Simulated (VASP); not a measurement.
# CuAu (P4/mmm) in VASP: notebook

CuAu is run at these levels: PBE, LDA; tasks: single point.

All numbers are computed with VASP 6.6.1; they aren't measurements. Logs are shortened: lines on timing, memory, paths and dates and some standing lists are left out, and cuts for length are marked.

## (1) The cell of the first run

Symmetry: P4/mmm, No. 123, tetragonal system. The conventional cell has a = 2.792 Å, b = 2.792 Å, c = 3.660 Å, α = 90.00°, β = 90.00°, γ = 90.00°. Au (site symmetry 4/mmm) has 8 Cu at 2.69 Å and 4 Au at 2.79 Å within 3.5 Å. Within 3.5 Å of Cu (site symmetry 4/mmm) lie 8 Au at 2.69 Å and 4 Cu at 2.79 Å.

## (2) Single point, PBE

Input file INCAR:

```
ALGO = Fast
EDIFF = 1E-7
ENCUT = 520
GGA = PE
ISIF = 2
ISMEAR = -1
LASPH = T
LCHARG = F
LREAL = F
LWAVE = F
NBANDS = 18
NELM = 80
PREC = Accurate
SIGMA = 0.05
```

Input file KPOINTS:

```
k-points
0
Gamma
  9 9 7
```

Input file POSCAR:

```
CuAu
1.0
    2.7918847965      0.0000000000      0.0000000000
    0.0000000000      2.7918847965      0.0000000000
    0.0000000000      0.0000000000      3.6602677112
Au Cu
1 1
Direct
    0.0000000000      0.0000000000      0.0000000000
    0.5000000000      0.5000000000      0.5000000000
```

Potentials or basis: VASP PAW PBE potentials, release 64 (Au, Cu).

Command:

```sh
$ cat potpaw_PBE.64/Au/POTCAR potpaw_PBE.64/Cu/POTCAR > POTCAR
$ mpirun -np 1 vasp_std > vasp.out
```

OUTCAR:

```text
EDIFF = 1E-7
   ENCUT = 520
   GGA = PE
   ISIF = 2
   ISMEAR = -1
   LASPH = T
   LREAL = F
   NELM = 80
   PREC = Accurate

 ion  position               nearest neighbor table
   1  0.000  0.000  0.000-   2 2.69   2 2.69   2 2.69   2 2.69   2 2.69   2 2.69   2 2.69   2 2.69

   2  0.500  0.500  0.500-   1 2.69   1 2.69   1 2.69   1 2.69   1 2.69   1 2.69   1 2.69   1 2.69

  LATTYP: Found a simple tetragonal cell.
 ALAT       =     2.7918847965
 C/A-ratio  =     1.3110382333

  Lattice vectors:

 A1 = (   2.7918847965,   0.0000000000,   0.0000000000)
 A2 = (   0.0000000000,   2.7918847965,   0.0000000000)
 A3 = (   0.0000000000,   0.0000000000,   3.6602677112)

Analysis of symmetry for initial positions (statically):
=====================================================================
 Subroutine PRICEL returns:
 Original cell was already a primitive cell.

 Routine SETGRP: Setting up the symmetry group for a
 simple tetragonal supercell.

 Subroutine GETGRP returns: Found 16 space group operations
 (whereof 16 operations were pure point group operations)
 out of a pool of 16 trial point group operations.

The static configuration has the point symmetry D_4h.

Analysis of symmetry for dynamics (positions and initial velocities):
=====================================================================
 Subroutine PRICEL returns:
 Original cell was already a primitive cell.

 Routine SETGRP: Setting up the symmetry group for a
 simple tetragonal supercell.

 Subroutine GETGRP returns: Found 16 space group operations
 (whereof 16 operations were pure point group operations)
 out of a pool of 16 trial point group operations.

The dynamic configuration has the point symmetry D_4h.

 Subroutine INISYM returns: Found 16 space group operations
 (whereof 16 operations are pure point group operations),
 and found     1 'primitive' translations

----------------------------------------------------------------------------------------

                                     Primitive cell

  volume of cell :      28.5304

  direct lattice vectors                    reciprocal lattice vectors
     2.791884797  0.000000000  0.000000000     0.358180968  0.000000000  0.000000000
     0.000000000  2.791884797  0.000000000     0.000000000  0.358180968  0.000000000
     0.000000000  0.000000000  3.660267711     0.000000000  0.000000000  0.273204060

  length of vectors
     2.791884797  2.791884797  3.660267711     0.358180968  0.358180968  0.273204060

  position of ions in fractional coordinates (direct lattice)
     0.000000000  0.000000000  0.000000000
     0.500000000  0.500000000  0.500000000

  ion indices of the primitive-cell ions
   primitive index   ion index
                 1           1
                 2           2

----------------------------------------------------------------------------------------

 KPOINTS: k-points

Automatic generation of k-mesh.
 Grid dimensions read from file:
 generate k-points for:    9    9    7

 Generating k-lattice:

  Cartesian coordinates                     Fractional coordinates (reciprocal lattice)
     0.039797885  0.000000000  0.000000000     0.111111111  0.000000000  0.000000000
     0.000000000  0.039797885  0.000000000     0.000000000  0.111111111  0.000000000
     0.000000000  0.000000000  0.039029151     0.000000000  0.000000000  0.142857143

  Length of vectors
     0.039797885  0.039797885  0.039029151

  Shift w.r.t. Gamma in fractional coordinates (k-lattice)
     0.000000000  0.000000000  0.000000000

 Subroutine IBZKPT returns following result:
 ===========================================

 Found     60 irreducible k-points:

 Following reciprocal coordinates:
            Coordinates               Weight
  0.000000  0.000000  0.000000      1.000000
  0.111111  0.000000  0.000000      4.000000
  0.222222  0.000000  0.000000      4.000000
  0.333333  0.000000  0.000000      4.000000
  0.444444  0.000000  0.000000      4.000000
  0.111111  0.111111  0.000000      4.000000
[... 16 lines left out ...]
  0.333333  0.111111  0.142857     16.000000
  0.444444  0.111111  0.142857     16.000000
 [... further k-points ...]
   k-points           NKPTS =     60   k-points in BZ     NKDIM =     60   number of bands    NBANDS=     18
   number of dos      NEDOS =    301   number of ions     NIONS =      2
   total plane-waves  NPLWV =  16128
   dimension x,y,z NGX =    24 NGY =   24 NGZ =   28
   dimension x,y,z NGXF=    48 NGYF=   48 NGZF=   56
   ions per type =               1   1
   NGX,Y,Z   is equivalent  to a cutoff of  14.29, 14.29, 12.72 a.u.
   NGXF,Y,Z  is equivalent  to a cutoff of  28.58, 28.58, 25.43 a.u.
 SYSTEM =  unknown system
   PREC   = accura    normal or accurate (medium, high low for compatibility)
   ISTART =      0    job   : 0-new  1-cont  2-samecut
   ICHARG =      2    charge: 1-file 2-atom 10-const
   ISPIN  =      1    spin polarized calculation?
   LNONCOLLINEAR =      F non collinear calculations
   LSORBIT =      F    spin-orbit coupling
   LASPH  =      T    aspherical Exc in radial PAW
   ENCUT  =  520.0 eV  38.22 Ry    6.18 a.u.   5.19  5.19  6.81*2*pi/ulx,y,z
   NELM   =     80;   NELMIN=  2; NELMDL= -5     # of ELM steps
   EDIFF  = 0.1E-06   stopping-criterion for ELM
   LREAL  =      F    real-space projection
   EDIFFG = 0.1E-05   stopping-criterion for IOM
   NSW    =      0    number of steps for IOM
   IBRION =     -1    ionic relax: 0-MD 1-quasi-New 2-CG
   NFREE  =      0    steps in history (QN), initial steepest desc. (CG)
   ISIF   =      2    stress and relaxation
   ISYM   =      2    0-nonsym 1-usesym 2-fastsym
   POTIM  = 0.5000    time-step for ionic-motion
   TEBEG  =    0.0;   TEEND  =   0.0 temperature during run
   PSTRESS=    0.0 pullay stress
   NELECT =      22.0000    total number of electrons
   NUPDOWN=      -1.0000    fix difference up-down
   EMIN   =  10.00;   EMAX   =-10.00  energy-range for DOS
   EFERMI =   0.00;   METHOD = LEGACY
   ISMEAR =    -1;   SIGMA  =   0.05  broadening in eV -4-tet -1-fermi 0-gaus
   EFERMI_NEDOS =   21; number of points for ismear=-14 and -15
   IALGO  =     68    algorithm
   IMIX   =      4    mixing-type and parameters
     AMIX     =   0.40;   BMIX     =  1.00
     AMIX_MAG =   1.60;   BMIX_MAG =  1.00
  volume/ion in A,a.u.               =      14.27        96.27
  Fermi-wavevector in a.u.,A,eV,Ry     =   1.501227  2.836908 30.663223  2.253683
  Thomas-Fermi vector in A             =   2.612625
   LORBIT       =      0    0 simple, 1 ext, 2 COOP (PROOUT), +10 PAW based schemes
   GGA     = PE    functional components
   LHFCALC =     F    Hartree Fock is set to
   AEXX    =    0.0000 exact exchange contribution
   IVDW    =     0    specifies the selected vdW correction
   LEPSILON=     F    determine dielectric tensor
   LRPA    =     F    only Hartree local field effects (RPA)
 non-spin polarized calculation
 RMM-DIIS sequential band-by-band and
  energy-cutoff  :      520.00
  volume of cell :       28.53
 maximum number of plane-waves:       788
 NGX is ok and might be reduce to    24
   NGX = 11   NGY = 11   NGZ = 13

 number of electron      22.0000009 magnetization

 Free energy of the ion-electron system (eV)
  ---------------------------------------------------
  ext. energy  EPLUGINS =         0.00000000
  ---------------------------------------------------
  free energy    TOTEN  =        -7.04321924 eV

  energy without entropy =       -7.03943349  energy(sigma->0) =       -7.04132637

 E-fermi :   9.0059     XC(G=0): -12.7837

 val. band max:        8.9478721346   @ k =   0.1111   0.1111   0.2857
 cond. band min:       9.0269792892   @ k =   0.3333   0.1111   0.4286
 fundamental gap:      0.0791071546
 Fermi energy:         9.0058731470

 k-point     1 :       0.0000    0.0000    0.0000
  band No.  band energies     occupation
      1      -0.9255      2.00000
      2       2.2682      2.00000
      3       2.4243      2.00000
      4       4.8906      2.00000
      5       4.8906      2.00000
      6       5.9884      2.00000
[... 10 lines left out ...]
     17      26.0929      0.00000
     18      26.4803      0.00000

 k-point     2 :       0.1111    0.0000    0.0000
  band No.  band energies     occupation
      1      -0.6349      2.00000
      2       2.4044      2.00000
      3       2.6036      2.00000
      4       4.7124      2.00000
      5       4.9594      2.00000
      6       5.8616      2.00000
[... 10 lines left out ...]
     17      26.5788      0.00000
     18      28.1489      0.00000

 k-point     3 :       0.2222    0.0000    0.0000
  band No.  band energies     occupation
      1       0.1659      2.00000
      2       2.6776      2.00000
      3       3.1987      2.00000
      4       4.2478      2.00000
      5       5.1525      2.00000
      6       5.5284      2.00000
[... 10 lines left out ...]
     17      25.8604      0.00000
     18      27.8862      0.00000

 k-point     4 :       0.3333    0.0000    0.0000
  band No.  band energies     occupation
      1       1.2376      2.00000
      2       3.0470      2.00000
      3       3.7320      2.00000
      4       3.9658      2.00000
      5       5.1449      2.00000
      6       5.4240      2.00000
[... 10 lines left out ...]
     17      23.6541      0.00000
     18      26.5365      0.00000

 k-point     5 :       0.4444    0.0000    0.0000
  band No.  band energies     occupation
      1       2.0643      2.00000
      2       3.4141      2.00000
      3       3.4654      2.00000
      4       4.3974      2.00000
      5       4.8994      2.00000
      6       5.6634      2.00000
[... 10 lines left out ...]
     17      25.3094      0.00000
     18      25.3185      0.00000

 k-point     6 :       0.1111    0.1111    0.0000
  band No.  band energies     occupation
      1      -0.3453      2.00000
      2       2.6007      2.00000
      3       2.7161      2.00000
      4       4.6493      2.00000
      5       4.8752      2.00000
      6       5.6993      2.00000
[... 10 lines left out ...]
     17      27.0665      0.00000
     18      27.7604      0.00000

 k-point     7 :       0.2222    0.1111    0.0000
  band No.  band energies     occupation
      1       0.4485      2.00000
      2       2.8963      2.00000
      3       3.2570      2.00000
      4       4.2207      2.00000
      5       4.8979      2.00000
      6       5.3211      2.00000
[... 10 lines left out ...]
     17      26.0997      0.00000
     18      28.7589      0.00000

 k-point     8 :       0.3333    0.1111    0.0000
  band No.  band energies     occupation
      1       1.5092      2.00000
      2       3.2295      2.00000
      3       3.6976      2.00000
      4       3.8415      2.00000
      5       4.9409      2.00000
      6       5.0989      2.00000
[... 10 lines left out ...]
     17      23.6798      0.00000
     18      26.5881      0.00000
[... 229 lines left out ...]
     17      25.1786      0.00000
     18      26.9841      0.00000

 k-point    20 :       0.4444    0.0000    0.1429
  band No.  band energies     occupation
      1       2.1007      2.00000
      2       2.9116      2.00000
      3       3.7066      2.00000
      4       4.8004      2.00000
      5       4.9874      2.00000
      6       5.4491      2.00000
[... 10 lines left out ...]
     17      25.4138      0.00000
     18      25.4430      0.00000

 k-point    21 :       0.1111    0.1111    0.1429
  band No.  band energies     occupation
      1      -0.1019      2.00000
      2       2.6420      2.00000
      3       2.8019      2.00000
      4       4.6704      2.00000
      5       4.8463      2.00000
      6       5.7022      2.00000
[... 10 lines left out ...]
     17      26.4326      0.00000
     18      28.5284      0.00000

 k-point    22 :       0.2222    0.1111    0.1429
  band No.  band energies     occupation
      1       0.6690      2.00000
      2       2.9321      2.00000
      3       3.3459      2.00000
      4       4.1984      2.00000
      5       4.8201      2.00000
      6       5.2763      2.00000
[... 10 lines left out ...]
     17      26.8299      0.00000
     18      27.8345      0.00000

 k-point    23 :       0.3333    0.1111    0.1429
  band No.  band energies     occupation
      1       1.6483      2.00000
      2       3.1489      2.00000
      3       3.6732      2.00000
      4       4.0621      2.00000
      5       4.8338      2.00000
      6       5.0964      2.00000
[... 10 lines left out ...]
     17      26.1439      0.00000
     18      26.7394      0.00000

 k-point    24 :       0.4444    0.1111    0.1429
  band No.  band energies     occupation
      1       2.4263      2.00000
      2       2.9703      2.00000
      3       3.7241      2.00000
      4       4.0449      2.00000
      5       4.8972      2.00000
      6       5.4884      2.00000
[... 10 lines left out ...]
     17      24.2239      0.00000
     18      24.9257      0.00000

 [... further k-points ...]
[... 5 lines left out ...]
  --------------------------------------------------------------------------------------
  -------------------------------------------------------------------------------------
  Total        1.4821048      1.4821048      1.3261145      0.0000000      0.0000000      0.0000000
  in kB       83.2303393     83.2303393     74.4704152      0.0000000      0.0000000      0.0000000
  external PRESSURE =      80.3103646 kB  Pullay stress =       0.0000000 kB

 VOLUME and BASIS-vectors are now :
 -----------------------------------------------------------------------------
  energy-cutoff  :      520.00
  volume of cell :       28.53
      direct lattice vectors                 reciprocal lattice vectors
     2.791884797  0.000000000  0.000000000     0.358180968  0.000000000  0.000000000
     0.000000000  2.791884797  0.000000000     0.000000000  0.358180968  0.000000000
     0.000000000  0.000000000  3.660267711     0.000000000  0.000000000  0.273204060

 POSITION                                       TOTAL-FORCE (eV/Angst)
 -----------------------------------------------------------------------------------
      0.00000      0.00000      0.00000         0.000000      0.000000      0.000000
      1.39594      1.39594      1.83013         0.000000      0.000000      0.000000
 -----------------------------------------------------------------------------------
    total drift:                                0.000000      0.000000     -0.000000

  FREE ENERGIE OF THE ION-ELECTRON SYSTEM (eV)
  ---------------------------------------------------
  free  energy   TOTEN  =        -7.0432192369 eV

  energy  without entropy=       -7.0394334935  energy(sigma->0) =       -7.04132637
```

Run time: 43 s. Hardware: 1 thread of AMD EPYC 7R43 (Zen 3), shared host; peak memory 0.13 GiB.

Results:

- Free energy: -7.0432 eV
- Pressure: 8.0 GPa
- Band gap on the k mesh: zero (band 11 reaches 12.55 eV, above the bottom of band 12 at 7.04 eV)

Stress tensor (GPa, compression positive):
```
8.32 0.00 0.00
0.00 8.32 0.00
0.00 0.00 7.45
```

Caveat: spin-orbit coupling is left out, which moves the levels of the heavy elements.

## (3) Single point, LDA

This run uses another cell than the first one, of 14.56 Å³/atom, 1.020 times its volume.

Input file INCAR:

```
ALGO     = Fast           # electronic algorithm
EDIFF    = 1E-6           # SCF threshold, eV
ENCUT    = 520            # plane-wave cutoff, eV
GGA      = CA             # functional
ISIF     = 2              # what is computed and relaxed
ISMEAR   = -1             # smearing method
LASPH    = T              # aspherical terms in the spheres
LCHARG   = F              # write CHGCAR
LREAL    = F              # projectors in reciprocal space
LWAVE    = F              # write WAVECAR
NBANDS   = 18             # bands
NELM     = 100            # most SCF steps
PREC     = Accurate       # precision mode
SIGMA    = 0.05           # smearing width, eV
```

KPOINTS is that of step 2.

Input file POSCAR:

```
CuAu
1.0
    2.8107494552      0.0000000000      0.0000000000
    0.0000000000      2.8107494552      0.0000000000
    0.0000000000      0.0000000000      3.6850000000
Au Cu
1 1
Direct
    0.0000000000      0.0000000000      0.0000000000
    0.5000000000      0.5000000000      0.5000000000
```

Potentials or basis: VASP PAW LDA potentials, release 64 (Au, Cu).

Command:

```sh
$ cat potpaw_LDA.64/Au/POTCAR potpaw_LDA.64/Cu/POTCAR > POTCAR
$ mpirun -np 1 vasp_std > vasp.out
```

Wall time 36 s (1 thread of AMD EPYC 7R43 (Zen 3), shared host); peak memory 0.12 GiB.

It converged, with:

```
Free energy            : -9.2412 eV
Pressure               : -9.7 GPa
Band gap on the k mesh : zero (band 11 reaches 11.95 eV, above the bottom of band 12 at 6.51 eV)
```

Stress tensor (GPa, compression positive):
```
-9.55  0.00  0.00
 0.00 -9.55  0.00
 0.00  0.00 -9.86
```

Levels at points of the mesh, in eV from the Fermi level:
| k point | band 7 | band 8 | band 9 | band 10 | band 11 | band 12 | band 13 | band 14 | band 15 | band 16 |
| --- | --- | --- | --- | --- | --- | --- | --- | --- | --- | --- |
| (0.00, 0.00, 0.00) | -2.82 | -2.12 | -1.68 | -1.45 | -1.45 | 2.11 | 8.04 | 9.99 | 9.99 | 16.83 |

Caveat: spin-orbit coupling is left out, which moves the levels of the heavy elements.

## (4) Single point, PBE

This run uses another cell than the first one, of 14.56 Å³/atom, 1.020 times its volume.

Input file INCAR:

```
SYSTEM = CuAu
  PREC = Accurate
  ENCUT = 520
  EDIFF = 1E-6
  ISMEAR = -1
  SIGMA = 0.05
  LREAL = .FALSE.
  LASPH = .TRUE.
  NELM = 100
  ALGO = Normal
  ISIF = 2
  LWAVE = .FALSE.
  LCHARG = .FALSE.
  GGA = PE
  NBANDS = 18
```

Input file KPOINTS:

```
regular mesh
0
G
  9 9 7
  0 0 0
```

POSCAR is that of step 3.

Potentials or basis: VASP PAW PBE potentials, release 64 (Au, Cu).

Command:

```sh
$ cat potpaw_PBE.64/Au/POTCAR potpaw_PBE.64/Cu/POTCAR > POTCAR
$ mpirun -np 1 vasp_std > vasp.out
```

Wall time 29 s (1 thread of AMD EPYC 7R43 (Zen 3), shared host); peak memory 0.13 GiB.

It converged, with:

```
Free energy            : -7.0663 eV
Pressure               : 4.4 GPa
Band gap on the k mesh : zero (band 11 reaches 12.19 eV, above the bottom of band 12 at 6.77 eV)
```

Stress tensor (GPa, compression positive):
```
4.64 0.00 0.00
0.00 4.64 0.00
0.00 0.00 4.05
```

Levels at points of the mesh, in eV from the Fermi level:
| k point | band 7 | band 8 | band 9 | band 10 | band 11 | band 12 | band 13 | band 14 | band 15 | band 16 |
| --- | --- | --- | --- | --- | --- | --- | --- | --- | --- | --- |
| (0.00, 0.00, 0.00) | -2.80 | -2.11 | -1.66 | -1.44 | -1.44 | 2.14 | 8.06 | 10.06 | 10.06 | 16.76 |

Caveat: spin-orbit coupling is left out, which moves the levels of the heavy elements.

## (5) The runs side by side

| level | potentials or basis | cell | gap on the mesh (eV) | pressure (GPa) |
| --- | --- | --- | --- | --- |
| PBE | VASP PAW PBE potentials, release 64 (Au, Cu) | a = 2.792, b = 2.792, c = 3.660 Å, 2 atoms | none | 8.0 |
| LDA | VASP PAW LDA potentials, release 64 (Au, Cu) | a = 2.811, b = 2.811, c = 3.685 Å, 2 atoms | none | -9.7 |
| PBE | VASP PAW PBE potentials, release 64 (Au, Cu) | a = 2.811, b = 2.811, c = 3.685 Å, 2 atoms | none | 4.4 |

Alike in all rows: task single point; no spin polarisation; k mesh 9 × 9 × 7; cutoff (eV) 520; smearing fermi-dirac 0.05 eV.

Caveats: spin-orbit coupling is left out, which moves the levels of the heavy elements.

Absolute energies hang on the potentials; compare differences alone.
